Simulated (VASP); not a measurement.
# Te2Mo in VASP: single point with PBE+D3(BJ)

Aim: the single point of Te2Mo with PBE+D3(BJ).

All numbers are computed with VASP 6.6.1; they aren't measurements. Logs are shortened: lines on timing, memory, paths and dates and some standing lists are left out, and cuts for length are marked.

### 1 The cell of the first run

The cell holds a slab with vacuum, 6 atoms: a = 3.504 Å, b = 3.504 Å, c = 24.768 Å, α = 90.00°, β = 90.00°, γ = 120.00°.

### 2 Single point, PBE+D3(BJ) (layers slid over each other, then relaxed in part)

INCAR reads:

```
PREC = Accurate ; ENCUT = 520
EDIFF = 1E-7 ; ISMEAR = 0
SIGMA = 0.05 ; LREAL = False
LASPH = True ; NELM = 60
ALGO = Normal ; ISIF = 2
LWAVE = False ; LCHARG = False
LDIPOL = True ; IDIPOL = 3
DIPOL = 0.5 0.5 0.407 ; GGA = PE
IVDW = 12 ; NBANDS = 35
```

KPOINTS reads:

```
regular mesh
0
Gamma
  9 9 1
```

POSCAR reads:

```
Te2Mo
1.0
    3.5038818256      0.0000000000      0.0000000000
   -1.7519409128      3.0344506729      0.0000000000
    0.0000000000      0.0000000000     24.7677191314
Te Mo
4 2
Direct
    0.3333333333      0.6666666667      0.1816881069
    0.3333333333      0.6666666667      0.3283617908
    0.3333333333      0.8333333333      0.4859626374
    0.3333333333      0.8333333333      0.6326361950
    0.6666666667      0.3333333333      0.2550164424
    0.6666666667      0.5000000000      0.5593094256
```

Potentials or basis: VASP PAW PBE potentials, release 64 (Te, Mo_sv).

Command:

```
cat potpaw_PBE.64/Te/POTCAR potpaw_PBE.64/Mo_sv/POTCAR > POTCAR
mpirun -np 1 vasp_std > vasp.out
```

OUTCAR:

```text
PREC = Accurate
   ENCUT = 520
   EDIFF = 1E-7
   ISMEAR = 0
   LREAL = False
   LASPH = True
   NELM = 60
   ISIF = 2
   GGA = PE
   IVDW = 12
 IVDW          = 12

 ion  position               nearest neighbor table
   1  0.333  0.667  0.182-   5 2.72   5 2.72   5 2.72   2 3.63
   2  0.333  0.667  0.328-   5 2.72   5 2.72   5 2.72   1 3.63
   3  0.333  0.833  0.486-   6 2.72   6 2.72   6 2.72   4 3.63
   4  0.333  0.833  0.633-   6 2.72   6 2.72   6 2.72   3 3.63
   5  0.667  0.333  0.255-   1 2.72   1 2.72   1 2.72   2 2.72   2 2.72   2 2.72
   6  0.667  0.500  0.559-   4 2.72   4 2.72   4 2.72   3 2.72   3 2.72   3 2.72

  LATTYP: Found a hexagonal cell.
 ALAT       =     3.5038818256
 C/A-ratio  =     7.0686513884

  Lattice vectors:

 A1 = (   3.5038818256,   0.0000000000,   0.0000000000)
 A2 = (  -1.7519409128,   3.0344506729,   0.0000000000)
 A3 = (   0.0000000000,   0.0000000000,  24.7677191314)

Analysis of symmetry for initial positions (statically):
=====================================================================
 Subroutine PRICEL returns:
 Original cell was already a primitive cell.

 Routine SETGRP: Setting up the symmetry group for a
 hexagonal supercell.

 Subroutine GETGRP returns: Found  2 space group operations
 (whereof  1 operations were pure point group operations)
 out of a pool of 24 trial point group operations.

The static configuration has the point symmetry C_1 .
 The point group associated with its full space group is C_2 .

Analysis of symmetry for dynamics (positions and initial velocities):
=====================================================================
 Subroutine PRICEL returns:
 Original cell was already a primitive cell.

 Routine SETGRP: Setting up the symmetry group for a
 hexagonal supercell.

 Subroutine GETGRP returns: Found  2 space group operations
 (whereof  1 operations were pure point group operations)
 out of a pool of 24 trial point group operations.

The dynamic configuration has the point symmetry C_1 .
 The point group associated with its full space group is C_2 .

 Subroutine INISYM returns: Found  2 space group operations
 (whereof  1 operations are pure point group operations),
 and found     1 'primitive' translations

----------------------------------------------------------------------------------------

                                     Primitive cell

  volume of cell :     263.3392

  direct lattice vectors                    reciprocal lattice vectors
     3.503881826  0.000000000  0.000000000     0.285397753  0.164774470  0.000000000
    -1.751940913  3.034450673  0.000000000     0.000000000  0.329548939  0.000000000
     0.000000000  0.000000000 24.767719131     0.000000000  0.000000000  0.040375135

  length of vectors
     3.503881826  3.503881826 24.767719131     0.329548939  0.329548939  0.040375135

  position of ions in fractional coordinates (direct lattice)
     0.333333333  0.666666667  0.181688107
     0.333333333  0.666666667  0.328361791
     0.333333333  0.833333333  0.485962637
     0.333333333  0.833333333  0.632636195
     0.666666667  0.333333333  0.255016442
     0.666666667  0.500000000  0.559309426

  ion indices of the primitive-cell ions
   primitive index   ion index
                 1           1
                 2           2
                 3           3
                 4           4
                 5           5
                 6           6

----------------------------------------------------------------------------------------

 KPOINTS: regular mesh

Automatic generation of k-mesh.
 Grid dimensions read from file:
 generate k-points for:    9    9    1

 Generating k-lattice:

  Cartesian coordinates                     Fractional coordinates (reciprocal lattice)
     0.031710861  0.018308274  0.000000000     0.111111111 -0.000000000  0.000000000
     0.000000000  0.036616549  0.000000000     0.000000000  0.111111111  0.000000000
     0.000000000  0.000000000  0.040375135     0.000000000  0.000000000  1.000000000

  Length of vectors
     0.036616549  0.036616549  0.040375135

  Shift w.r.t. Gamma in fractional coordinates (k-lattice)
     0.000000000  0.000000000  0.000000000

 Subroutine IBZKPT returns following result:
 ===========================================

 Found     25 irreducible k-points:

 Following reciprocal coordinates:
            Coordinates               Weight
  0.000000  0.000000  0.000000      1.000000
  0.111111  0.000000  0.000000      2.000000
  0.000000  0.111111  0.000000      4.000000
  0.222222  0.000000  0.000000      2.000000
  0.000000  0.222222  0.000000      4.000000
  0.333333 -0.000000  0.000000      2.000000
[... 16 lines left out ...]
 -0.222222 -0.444444  0.000000      4.000000
  0.444444  0.333333  0.000000      4.000000
   k-points           NKPTS =     25   k-points in BZ     NKDIM =     25   number of bands    NBANDS=     35
   number of dos      NEDOS =    301   number of ions     NIONS =      6
   total plane-waves  NPLWV = 150528
   dimension x,y,z NGX =    28 NGY =   28 NGZ =  192
   dimension x,y,z NGXF=    56 NGYF=   56 NGZF=  384
   ions per type =               4   2
   NGX,Y,Z   is equivalent  to a cutoff of  13.28, 13.28, 12.89 a.u.
   NGXF,Y,Z  is equivalent  to a cutoff of  26.57, 26.57, 25.77 a.u.
 SYSTEM =  unknown system
   PREC   = accura    normal or accurate (medium, high low for compatibility)
   ISTART =      0    job   : 0-new  1-cont  2-samecut
   ICHARG =      2    charge: 1-file 2-atom 10-const
   ISPIN  =      1    spin polarized calculation?
   LNONCOLLINEAR =      F non collinear calculations
   LSORBIT =      F    spin-orbit coupling
   LASPH  =      T    aspherical Exc in radial PAW
   ENCUT  =  520.0 eV  38.22 Ry    6.18 a.u.   6.51  6.51 46.05*2*pi/ulx,y,z
   NELM   =     60;   NELMIN=  2; NELMDL= -5     # of ELM steps
   EDIFF  = 0.1E-06   stopping-criterion for ELM
   LREAL  =      F    real-space projection
   EDIFFG = 0.1E-05   stopping-criterion for IOM
   NSW    =      0    number of steps for IOM
   IBRION =     -1    ionic relax: 0-MD 1-quasi-New 2-CG
   NFREE  =      0    steps in history (QN), initial steepest desc. (CG)
   ISIF   =      2    stress and relaxation
   ISYM   =      2    0-nonsym 1-usesym 2-fastsym
   POTIM  = 0.5000    time-step for ionic-motion
   TEBEG  =    0.0;   TEEND  =   0.0 temperature during run
   PSTRESS=    0.0 pullay stress
   NELECT =      52.0000    total number of electrons
   NUPDOWN=      -1.0000    fix difference up-down
   EMIN   =  10.00;   EMAX   =-10.00  energy-range for DOS
   EFERMI =   0.00;   METHOD = LEGACY
   ISMEAR =     0;   SIGMA  =   0.05  broadening in eV -4-tet -1-fermi 0-gaus
   EFERMI_NEDOS =   21; number of points for ismear=-14 and -15
   IALGO  =     38    algorithm
   IMIX   =      4    mixing-type and parameters
     AMIX     =   0.40;   BMIX     =  1.00
     AMIX_MAG =   1.60;   BMIX_MAG =  1.00
  volume/ion in A,a.u.               =      43.89       296.18
  Fermi-wavevector in a.u.,A,eV,Ry     =   0.953317  1.801508 12.365161  0.908814
  Thomas-Fermi vector in A             =   2.081961
   LORBIT       =      0    0 simple, 1 ext, 2 COOP (PROOUT), +10 PAW based schemes
   GGA     = PE    functional components
   LHFCALC =     F    Hartree Fock is set to
   AEXX    =    0.0000 exact exchange contribution
   IVDW    =    12    specifies the selected vdW correction
   LEPSILON=     F    determine dielectric tensor
   LRPA    =     F    only Hartree local field effects (RPA)
 non-spin polarized calculation
 Gauss-broadening in eV      SIGMA  =   0.05
  energy-cutoff  :      520.00
  volume of cell :      263.34
 maximum number of plane-waves:      7173
 NGX is ok and might be reduce to    28
   NGX = 13   NGY = 13   NGZ = 93

 dipolmoment           0.000000      0.000000     -0.000001 electrons x Angstroem

 number of electron      51.9999998 magnetization

 dipolmoment           0.000000      0.000000      0.000532 electrons x Angstroem

 Free energy of the ion-electron system (eV)
  ---------------------------------------------------
  ext. energy  EPLUGINS =         0.00000000
  ---------------------------------------------------
  free energy    TOTEN  =       -35.96844314 eV

  energy without entropy =      -35.96844314  energy(sigma->0) =      -35.96844314

 E-fermi :   2.7335     XC(G=0):  -6.4430

 val. band max:        2.4941978172   @ k =   0.3333   0.3333   0.0000
 cond. band min:       3.6275560268   @ k =   0.2222   0.2222   0.0000
 fundamental gap:      1.1333582096
 Fermi energy:         2.7334959000

 k-point     1 :       0.0000    0.0000    0.0000
  band No.  band energies     occupation
      1     -58.1822      2.00000
      2     -58.1778      2.00000
      3     -32.3599      2.00000
      4     -32.3556      2.00000
      5     -32.2152      2.00000
      6     -32.2148      2.00000
[... 27 lines left out ...]
     34       5.9869      0.00000
     35       6.6526      0.00000

 k-point     2 :       0.1111    0.0000    0.0000
  band No.  band energies     occupation
      1     -58.1810      2.00000
      2     -58.1766      2.00000
      3     -32.3564      2.00000
      4     -32.3521      2.00000
      5     -32.2309      2.00000
      6     -32.2266      2.00000
[... 27 lines left out ...]
     34       5.8218      0.00000
     35       6.8931      0.00000

 k-point     3 :       0.0000    0.1111    0.0000
  band No.  band energies     occupation
      1     -58.1810      2.00000
      2     -58.1766      2.00000
      3     -32.3564      2.00000
      4     -32.3521      2.00000
      5     -32.2312      2.00000
      6     -32.2265      2.00000
[... 27 lines left out ...]
     34       5.8358      0.00000
     35       6.8937      0.00000
[... 723 lines left out ...]
 k-point    23 :      -0.2222   -0.4444    0.0000
  band No.  band energies     occupation
      1     -58.1712      2.00000
      2     -58.1669      2.00000
      3     -32.3304      2.00000
      4     -32.3277      2.00000
      5     -32.3259      2.00000
      6     -32.3232      2.00000
[... 27 lines left out ...]
     34       6.5393      0.00000
     35       7.0166      0.00000

 k-point    24 :       0.4444    0.3333    0.0000
  band No.  band energies     occupation
      1     -58.1712      2.00000
      2     -58.1669      2.00000
      3     -32.3301      2.00000
      4     -32.3276      2.00000
      5     -32.3258      2.00000
      6     -32.3235      2.00000
[... 27 lines left out ...]
     34       6.5478      0.00000
     35       7.0101      0.00000

 [... further k-points ...]

------------------------ aborting loop because EDIFF is reached ----------------------------------------

 vacuum level on the upper side and lower side of the slab       (xc-potential included)        -0.105        -0.113

 Edisp (eV)   -2.70562

 E8    (eV) :    -1.2802

  FORCE on cell =-STRESS in cart. coord.  units (eV):
  Direction    XX          YY          ZZ          XY          YZ          ZX
  --------------------------------------------------------------------------------------
  -------------------------------------------------------------------------------------
  Total      -0.19065    -0.17300     0.03982    -0.01529     0.20435    -0.11798
  in kB      -1.15996    -1.05257     0.24228    -0.09300     1.24326    -0.71780
  external pressure =       -0.66 kB  Pullay stress =        0.00 kB

 VOLUME and BASIS-vectors are now :
 -----------------------------------------------------------------------------
  energy-cutoff  :      520.00
  volume of cell :      263.34
      direct lattice vectors                 reciprocal lattice vectors
     3.503881826  0.000000000  0.000000000     0.285397753  0.164774470  0.000000000
    -1.751940913  3.034450673  0.000000000     0.000000000  0.329548939  0.000000000
     0.000000000  0.000000000 24.767719131     0.000000000  0.000000000  0.040375135

 POSITION                                       TOTAL-FORCE (eV/Angst)
 -----------------------------------------------------------------------------------
     -0.00000      2.02297      4.50000        -0.000091      0.000995     -0.013400
     -0.00000      2.02297      8.13277         0.019434     -0.034807      0.013498
     -0.29199      2.52871     12.03619        -0.020427      0.034234     -0.013498
     -0.29199      2.52871     15.66896         0.000816     -0.000576      0.013400
      1.75194      1.01148      6.31618         0.006434     -0.010835     -0.000136
      1.45995      1.51723     13.85282        -0.006166      0.010990      0.000136
 -----------------------------------------------------------------------------------
    total drift:                                0.000177      0.000072      0.047001

  FREE ENERGIE OF THE ION-ELECTRON SYSTEM (eV)
  ---------------------------------------------------
  free  energy   TOTEN  =       -38.6740586694 eV

  energy  without entropy=      -38.6740586694  energy(sigma->0) =      -38.67405867

 vacuum level on the upper side and lower side of the slab         7.224         7.217
```

Wall time 4.4 min (1 thread of Intel Xeon Platinum 8488C (Sapphire Rapids), shared host); peak memory 0.47 GiB.

What came out:

* Free energy: -38.6741 eV
* Largest force: 0.042 eV/Å
* Band gap on the k mesh: 1.13 eV (least direct gap 1.16 eV)
* Dispersion energy per atom: -0.451 eV

Forces on the atoms (eV/Å):
```
Te   0.000  0.001 -0.013
Te   0.019 -0.035  0.013
Te  -0.020  0.034 -0.013
Te   0.001 -0.001  0.013
Mo   0.006 -0.011  0.000
Mo  -0.006  0.011  0.000
```

Caveat: the cell differs from its parent crystal (layers slid over each other, then relaxed in part); spin-orbit coupling is left out, which moves the levels of the heavy elements.
